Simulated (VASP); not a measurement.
A run of VASP 6.6.1:

Contents of INCAR:

```
  PREC = Accurate
  ENCUT = 520
  EDIFF = 1E-6
  ISMEAR = 0
  SIGMA = 0.1
  LREAL = F
  LASPH = T
  NELM = 60
  ALGO = Normal
  ISIF = 2
  LWAVE = F
  LCHARG = T
  LELF = T
  LVHAR = T
  NBANDS = 55
```

The input KPOINTS:

```
regular mesh
0
Gamma
  6 6 4
```

The input POSCAR:

```
Ga2O3
1.0
    6.1070000000     -1.5185500000      0.0000000000
    6.1070000000      1.5185500000      0.0000000000
   -1.3859889000      0.0000000000      5.6300087400
Ga O
4 6
Direct
    0.0905000000      0.0905000000      0.7946000000
    0.9095000000      0.9095000000      0.2054000000
    0.6586600000      0.6586600000      0.3140200000
    0.3413400000      0.3413400000      0.6859800000
    0.1645000000      0.1645000000      0.1098000000
    0.8355000000      0.8355000000      0.8902000000
    0.1733000000      0.1733000000      0.5632000000
    0.8267000000      0.8267000000      0.4368000000
    0.4959000000      0.4959000000      0.2566000000
    0.5041000000      0.5041000000      0.7434000000
```

Potentials or basis: VASP PAW LDA potentials, release 64 (Ga_d, O).

The run is started by

```bash
$ cat potpaw_LDA.64/Ga_d/POTCAR potpaw_LDA.64/O/POTCAR > POTCAR
$ mpirun -np 1 vasp_std > vasp.out
```

Hardware: 1 thread of AMD EPYC 7R13 Processor (Zen 3), with other jobs on the host.

Task: How long does it take, and how much memory?

Result: Wall time 16 min on 1 thread of AMD EPYC 7R13 Processor (Zen 3) (shared host), peak memory 0.34 GiB. Counts: scf iterations 15, k points 47.
